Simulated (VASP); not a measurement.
# HgTe (F-43m) in VASP: notebook

Runs on HgTe. Level: PBE. Tasks: electric field gradients.

Everything below comes from runs of VASP 6.6.1. Logs are shortened: lines on timing, memory, paths and dates and some standing lists are left out, and cuts for length are marked.

## 1. The cell of the first run

Symmetry: F-43m, No. 216, cubic system. Conventional cell: a = 6.404 Å, b = 6.404 Å, c = 6.404 Å, α = 90.00°, β = 90.00°, γ = 90.00°. Hg (site symmetry -43m) has 4 Te at 2.77 Å within 3.7 Å. Te (site symmetry -43m) has 4 Hg at 2.77 Å within 3.7 Å.

## 2. Electric field gradients, PBE (32.83 Å³/atom)

File INCAR:

```
SYSTEM = HgTe
PREC     = Accurate       ! precision mode
ENCUT    = 520            ! plane-wave cutoff, eV
EDIFF    = 1E-8           ! SCF threshold, eV
ISMEAR   = -1             ! smearing method
SIGMA    = 0.03           ! smearing width, eV
LREAL    = .FALSE.        ! projectors in reciprocal space
LASPH    = .TRUE.         ! aspherical terms in the spheres
NELM     = 100            ! most SCF steps
ALGO     = Normal         ! electronic algorithm
ISIF     = 2              ! what is computed and relaxed
LWAVE    = .FALSE.        ! write WAVECAR
LCHARG   = .FALSE.        ! write CHGCAR
GGA      = PE             ! functional
LEFG     = .TRUE.       
NBANDS   = 16             ! bands
```

File KPOINTS:

```
Automatic mesh
0
G
  11 11 11
  0 0 0
```

File POSCAR:

```
HgTe
1.0
    0.0000000000      3.2018651199      3.2018651199
    3.2018651199      0.0000000000      3.2018651199
    3.2018651199      3.2018651199      0.0000000000
Hg Te
1 1
Direct
    0.0000000000      0.0000000000      0.0000000000
    0.7500000000      0.7500000000      0.7500000000
```

Potentials or basis: VASP PAW PBE potentials, release 64 (Hg, Te).

The run is started by

```bash
$ cat potpaw_PBE.64/Hg/POTCAR potpaw_PBE.64/Te/POTCAR > POTCAR
$ mpirun -np 1 vasp_std > vasp.out
```

OUTCAR:

```text
SYSTEM = HgTe
   PREC = Accurate
   ENCUT = 520
   EDIFF = 1E-8
   ISMEAR = -1
   LREAL = .FALSE.
   LASPH = .TRUE.
   NELM = 100
   ISIF = 2
   GGA = PE

 ion  position               nearest neighbor table
   1  0.000  0.000  0.000-   2 2.77   2 2.77   2 2.77   2 2.77
   2  0.750  0.750  0.750-   1 2.77   1 2.77   1 2.77   1 2.77

  LATTYP: Found a face centered cubic cell.
 ALAT       =     6.4037302398

  Lattice vectors:

 A1 = (   0.0000000000,   3.2018651199,   3.2018651199)
 A2 = (   3.2018651199,   0.0000000000,   3.2018651199)
 A3 = (   3.2018651199,   3.2018651199,   0.0000000000)

Analysis of symmetry for initial positions (statically):
=====================================================================
 Subroutine PRICEL returns:
 Original cell was already a primitive cell.

 Routine SETGRP: Setting up the symmetry group for a
 face centered cubic supercell.

 Subroutine GETGRP returns: Found 24 space group operations
 (whereof 24 operations were pure point group operations)
 out of a pool of 48 trial point group operations.

The static configuration has the point symmetry T_d .

Analysis of symmetry for dynamics (positions and initial velocities):
=====================================================================
 Subroutine PRICEL returns:
 Original cell was already a primitive cell.

 Routine SETGRP: Setting up the symmetry group for a
 face centered cubic supercell.

 Subroutine GETGRP returns: Found 24 space group operations
 (whereof 24 operations were pure point group operations)
 out of a pool of 48 trial point group operations.

The dynamic configuration has the point symmetry T_d .

 Subroutine INISYM returns: Found 24 space group operations
 (whereof 24 operations are pure point group operations),
 and found     1 'primitive' translations

----------------------------------------------------------------------------------------

                                     Primitive cell

  volume of cell :      65.6507

  direct lattice vectors                    reciprocal lattice vectors
     0.000000000  3.201865120  3.201865120    -0.156158983  0.156158983  0.156158983
     3.201865120  0.000000000  3.201865120     0.156158983 -0.156158983  0.156158983
[... 125 lines left out ...]
 Free energy of the ion-electron system (eV)
  ---------------------------------------------------
  ext. energy  EPLUGINS =         0.00000000
  ---------------------------------------------------
  free energy    TOTEN  =        -3.53262811 eV

  energy without entropy =       -3.53249348  energy(sigma->0) =       -3.53256080

 E-fermi :   3.4333     XC(G=0):  -8.8728

 val. band max:        3.4018802797   @ k =   0.0000   0.0000   0.0000
 cond. band min:       3.9239375902   @ k =   0.0909   0.0000   0.0000
 fundamental gap:      0.5220573105
 Fermi energy:         3.4333063174

 k-point     1 :       0.0000    0.0000    0.0000
  band No.  band energies     occupation
      1      -8.7938      2.00000
      2      -4.1227      2.00000
      3      -4.1227      2.00000
      4      -4.1227      2.00000
      5      -3.5579      2.00000
      6      -3.5579      2.00000
[... 433 lines left out ...]
      3      -4.0044      2.00000
      4      -3.9080      2.00000
      5      -3.5824      2.00000
      6      -3.5292      2.00000
[... 8 lines left out ...]
     15      12.6033      0.00000
     16      12.8655      0.00000

 [... further k-points ...]

------------------------ aborting loop because EDIFF is reached ----------------------------------------

  FORCE on cell =-STRESS in cart. coord.  units (eV):
  Direction    XX          YY          ZZ          XY          YZ          ZX
  --------------------------------------------------------------------------------------
  -------------------------------------------------------------------------------------
  Total        2.1713364      2.1713364      2.1713364      0.0000000      0.0000000     -0.0000000
  in kB       52.9905722     52.9905722     52.9905722      0.0000000      0.0000000     -0.0000000
  external PRESSURE =      52.9905722 kB  Pullay stress =       0.0000000 kB

 VOLUME and BASIS-vectors are now :
 -----------------------------------------------------------------------------
  energy-cutoff  :      520.00
  volume of cell :       65.65
      direct lattice vectors                 reciprocal lattice vectors
     0.000000000  3.201865120  3.201865120    -0.156158983  0.156158983  0.156158983
     3.201865120  0.000000000  3.201865120     0.156158983 -0.156158983  0.156158983
     3.201865120  3.201865120  0.000000000     0.156158983  0.156158983 -0.156158983

 POSITION                                       TOTAL-FORCE (eV/Angst)
 -----------------------------------------------------------------------------------
      0.00000      0.00000      0.00000        -0.000000      0.000000     -0.000000
      4.80280      4.80280      4.80280         0.000000     -0.000000      0.000000
 -----------------------------------------------------------------------------------
    total drift:                               -0.000000     -0.000000     -0.000000

  FREE ENERGIE OF THE ION-ELECTRON SYSTEM (eV)
  ---------------------------------------------------
  free  energy   TOTEN  =        -3.5326281083 eV

  energy  without entropy=       -3.5324934826  energy(sigma->0) =       -3.53256080

 Electric field gradients (V/A^2)
---------------------------------------------------------------------
 ion       V_xx      V_yy      V_zz      V_xy      V_xz      V_yz
---------------------------------------------------------------------
   1      -0.000    -0.000    -0.000    -0.000    -0.000    -0.000
   2      -0.000    -0.000     0.000    -0.000    -0.000    -0.000
---------------------------------------------------------------------

 Electric field gradients after diagonalization (V/A^2)
 (convention: |V_zz| > |V_xx| > |V_yy|)
----------------------------------------------------------------------
 ion       V_xx      V_yy      V_zz     asymmetry (V_yy - V_xx)/ V_zz
----------------------------------------------------------------------
   1       0.000     0.000    -0.001       0.000
   2       0.000     0.000    -0.000       0.000
----------------------------------------------------------------------

           NMR quadrupolar parameters

 Cq : quadrupolar parameter    Cq=e*Q*V_zz/h
 eta: asymmetry parameters     (V_yy - V_xx)/ V_zz
 Q  : nuclear electric quadrupole moment in mb (millibarn)
----------------------------------------------------------------------
 ion       Cq(MHz)       eta       Q (mb)
----------------------------------------------------------------------
   1      -0.000       0.000       1.000
   2      -0.000       0.000       1.000
----------------------------------------------------------------------
```

stdout:

```text
POSCAR found type information on POSCAR HgTe
 POSCAR found :  2 types and       2 ions
 scaLAPACK will be used
 LDA part: xc-table for (Slater+PW92), standard interpolation
 POSCAR, INCAR and KPOINTS ok, starting setup
 FFT: planning ... GRIDC
 FFT: planning ... GRID_SOFT
 FFT: planning ... GRID
 WAVECAR not read
 entering main loop
ion   1

ion   2
```

It took 2.1 min on 1 thread of Intel Xeon 8259CL, shared host; peak memory 0.24 GiB.

What came out:

```yaml
Free_energy: -3.5326 eV
Pressure: 5.3 GPa
Band_gap_on_the_k_mesh: zero (filled and empty bands touch)
Largest_electric_field_gradient_by_atom: zero within the noise of the run
```

Levels at points of the mesh, in eV from the Fermi level:
| k point | band 6 | band 7 | band 8 | band 9 | band 10 | band 11 | band 12 | band 13 |
| --- | --- | --- | --- | --- | --- | --- | --- | --- |
| (0.00, 0.00, 0.00) | -6.99 | -0.69 | -0.03 | -0.03 | -0.03 | 4.14 | 4.14 | 4.14 |

Caveat: the cell stands under pressure; semilocal functionals underestimate gaps, so a narrow gap can read as zero; spin-orbit coupling is left out, which moves the levels of the heavy elements.

## 3. Electric field gradients, PBE (32.83 Å³/atom)

File INCAR:

```
PREC     = Accurate       # precision mode
ENCUT    = 520            # plane-wave cutoff, eV
EDIFF    = 1E-8           # SCF threshold, eV
ISMEAR   = -1             # smearing method
SIGMA    = 0.03           # smearing width, eV
LREAL    = False          # projectors in reciprocal space
LASPH    = True           # aspherical terms in the spheres
NELM     = 60             # most SCF steps
ALGO     = Normal         # electronic algorithm
ISIF     = 2              # what is computed and relaxed
LWAVE    = False          # write WAVECAR
LCHARG   = False          # write CHGCAR
GGA      = PE             # functional
LEFG     = True         
NBANDS   = 16             # bands
```

File KPOINTS:

```
Automatic mesh
0
Gamma
  11 11 11
```

POSCAR is that of step 2.

Potentials or basis: VASP PAW PBE potentials, release 64 (Hg, Te).

The run is started by

```bash
$ cat potpaw_PBE.64/Hg/POTCAR potpaw_PBE.64/Te/POTCAR > POTCAR
$ mpirun -np 1 vasp_std > vasp.out
```

OUTCAR:

```text
PREC = Accurate
   ENCUT = 520
   EDIFF = 1E-8
   ISMEAR = -1
   LREAL = False
   LASPH = True
   NELM = 60
   ISIF = 2
   GGA = PE

 ion  position               nearest neighbor table
   1  0.000  0.000  0.000-   2 2.77   2 2.77   2 2.77   2 2.77
   2  0.750  0.750  0.750-   1 2.77   1 2.77   1 2.77   1 2.77

  LATTYP: Found a face centered cubic cell.
 ALAT       =     6.4037302398

  Lattice vectors:

 A1 = (   0.0000000000,   3.2018651199,   3.2018651199)
 A2 = (   3.2018651199,   0.0000000000,   3.2018651199)
 A3 = (   3.2018651199,   3.2018651199,   0.0000000000)

Analysis of symmetry for initial positions (statically):
=====================================================================
 Subroutine PRICEL returns:
 Original cell was already a primitive cell.

 Routine SETGRP: Setting up the symmetry group for a
 face centered cubic supercell.

 Subroutine GETGRP returns: Found 24 space group operations
 (whereof 24 operations were pure point group operations)
 out of a pool of 48 trial point group operations.

The static configuration has the point symmetry T_d .

Analysis of symmetry for dynamics (positions and initial velocities):
=====================================================================
 Subroutine PRICEL returns:
 Original cell was already a primitive cell.

 Routine SETGRP: Setting up the symmetry group for a
 face centered cubic supercell.

 Subroutine GETGRP returns: Found 24 space group operations
 (whereof 24 operations were pure point group operations)
 out of a pool of 48 trial point group operations.

The dynamic configuration has the point symmetry T_d .

 Subroutine INISYM returns: Found 24 space group operations
 (whereof 24 operations are pure point group operations),
 and found     1 'primitive' translations

----------------------------------------------------------------------------------------

                                     Primitive cell

  volume of cell :      65.6507

  direct lattice vectors                    reciprocal lattice vectors
     0.000000000  3.201865120  3.201865120    -0.156158983  0.156158983  0.156158983
     3.201865120  0.000000000  3.201865120     0.156158983 -0.156158983  0.156158983
     3.201865120  3.201865120  0.000000000     0.156158983  0.156158983 -0.156158983

  length of vectors
     4.528121077  4.528121077  4.528121077     0.270475292  0.270475292  0.270475292

  position of ions in fractional coordinates (direct lattice)
     0.000000000  0.000000000  0.000000000
     0.750000000  0.750000000  0.750000000

  ion indices of the primitive-cell ions
   primitive index   ion index
                 1           1
                 2           2

----------------------------------------------------------------------------------------

 KPOINTS: Automatic mesh

Automatic generation of k-mesh.
 Grid dimensions read from file:
 generate k-points for:   11   11   11

[... 64 lines left out ...]
   LREAL  =      F    real-space projection
   EDIFFG = 0.1E-06   stopping-criterion for IOM
   NSW    =      0    number of steps for IOM
   IBRION =     -1    ionic relax: 0-MD 1-quasi-New 2-CG
   NFREE  =      0    steps in history (QN), initial steepest desc. (CG)
   ISIF   =      2    stress and relaxation
   ISYM   =      2    0-nonsym 1-usesym 2-fastsym
   POTIM  = 0.5000    time-step for ionic-motion
   TEBEG  =    0.0;   TEEND  =   0.0 temperature during run
   PSTRESS=    0.0 pullay stress
   NELECT =      18.0000    total number of electrons
   NUPDOWN=      -1.0000    fix difference up-down
   EMIN   =  10.00;   EMAX   =-10.00  energy-range for DOS
   EFERMI =   0.00;   METHOD = LEGACY
   ISMEAR =    -1;   SIGMA  =   0.03  broadening in eV -4-tet -1-fermi 0-gaus
   EFERMI_NEDOS =   21; number of points for ismear=-14 and -15
   IALGO  =     38    algorithm
   IMIX   =      4    mixing-type and parameters
     AMIX     =   0.40;   BMIX     =  1.00
     AMIX_MAG =   1.60;   BMIX_MAG =  1.00
  volume/ion in A,a.u.               =      32.83       221.52
  Fermi-wavevector in a.u.,A,eV,Ry     =   1.063537  2.009794 15.389701  1.131111
  Thomas-Fermi vector in A             =   2.199025
   LORBIT       =      0    0 simple, 1 ext, 2 COOP (PROOUT), +10 PAW based schemes
   GGA     = PE    functional components
[... 5 lines left out ...]
 non-spin polarized calculation
  energy-cutoff  :      520.00
  volume of cell :       65.65
 maximum number of plane-waves:      1807
 NGX is ok and might be reduce to    36
   NGX = 17   NGY = 17   NGZ = 17

 number of electron      17.9999998 magnetization

 Free energy of the ion-electron system (eV)
  ---------------------------------------------------
  ext. energy  EPLUGINS =         0.00000000
  ---------------------------------------------------
  free energy    TOTEN  =        -3.53262811 eV

  energy without entropy =       -3.53249348  energy(sigma->0) =       -3.53256080

 E-fermi :   3.4333     XC(G=0):  -8.8728

 val. band max:        3.4018802797   @ k =   0.0000   0.0000   0.0000
 cond. band min:       3.9239375902   @ k =   0.0909   0.0000   0.0000
 fundamental gap:      0.5220573105
 Fermi energy:         3.4333063174

 k-point     1 :       0.0000    0.0000    0.0000
  band No.  band energies     occupation
      1      -8.7938      2.00000
      2      -4.1227      2.00000
      3      -4.1227      2.00000
      4      -4.1227      2.00000
      5      -3.5579      2.00000
      6      -3.5579      2.00000
[... 433 lines left out ...]
      3      -4.0044      2.00000
      4      -3.9080      2.00000
      5      -3.5824      2.00000
      6      -3.5292      2.00000
[... 8 lines left out ...]
     15      12.6033      0.00000
     16      12.8655      0.00000

 [... further k-points ...]

------------------------ aborting loop because EDIFF is reached ----------------------------------------

  FORCE on cell =-STRESS in cart. coord.  units (eV):
  Direction    XX          YY          ZZ          XY          YZ          ZX
  --------------------------------------------------------------------------------------
  -------------------------------------------------------------------------------------
  Total        2.1713364      2.1713364      2.1713364      0.0000000      0.0000000     -0.0000000
  in kB       52.9905722     52.9905722     52.9905722      0.0000000      0.0000000     -0.0000000
  external PRESSURE =      52.9905722 kB  Pullay stress =       0.0000000 kB

 VOLUME and BASIS-vectors are now :
 -----------------------------------------------------------------------------
  energy-cutoff  :      520.00
  volume of cell :       65.65
      direct lattice vectors                 reciprocal lattice vectors
     0.000000000  3.201865120  3.201865120    -0.156158983  0.156158983  0.156158983
     3.201865120  0.000000000  3.201865120     0.156158983 -0.156158983  0.156158983
     3.201865120  3.201865120  0.000000000     0.156158983  0.156158983 -0.156158983

 POSITION                                       TOTAL-FORCE (eV/Angst)
 -----------------------------------------------------------------------------------
      0.00000      0.00000      0.00000        -0.000000      0.000000     -0.000000
      4.80280      4.80280      4.80280         0.000000     -0.000000      0.000000
 -----------------------------------------------------------------------------------
    total drift:                               -0.000000     -0.000000     -0.000000

  FREE ENERGIE OF THE ION-ELECTRON SYSTEM (eV)
  ---------------------------------------------------
  free  energy   TOTEN  =        -3.5326281083 eV

  energy  without entropy=       -3.5324934826  energy(sigma->0) =       -3.53256080

 Electric field gradients (V/A^2)
---------------------------------------------------------------------
 ion       V_xx      V_yy      V_zz      V_xy      V_xz      V_yz
---------------------------------------------------------------------
   1      -0.000    -0.000    -0.000    -0.000    -0.000    -0.000
   2      -0.000    -0.000     0.000    -0.000    -0.000    -0.000
---------------------------------------------------------------------

 Electric field gradients after diagonalization (V/A^2)
 (convention: |V_zz| > |V_xx| > |V_yy|)
----------------------------------------------------------------------
 ion       V_xx      V_yy      V_zz     asymmetry (V_yy - V_xx)/ V_zz
----------------------------------------------------------------------
   1       0.000     0.000    -0.001       0.000
   2       0.000     0.000    -0.000       0.000
----------------------------------------------------------------------

           NMR quadrupolar parameters

 Cq : quadrupolar parameter    Cq=e*Q*V_zz/h
 eta: asymmetry parameters     (V_yy - V_xx)/ V_zz
 Q  : nuclear electric quadrupole moment in mb (millibarn)
----------------------------------------------------------------------
 ion       Cq(MHz)       eta       Q (mb)
----------------------------------------------------------------------
   1      -0.000       0.000       1.000
   2      -0.000       0.000       1.000
----------------------------------------------------------------------
```

Wall time 2.2 min (1 thread of Intel Xeon 8259CL, shared host); peak memory 0.24 GiB.

What came out:

- Free energy: -3.5326 eV
- Pressure: 5.3 GPa
- Band gap on the k mesh: zero (filled and empty bands touch)
- Largest electric field gradient by atom: zero within the noise of the run

Caveat: the cell stands under pressure; semilocal functionals underestimate gaps, so a narrow gap can read as zero; spin-orbit coupling is left out, which moves the levels of the heavy elements.
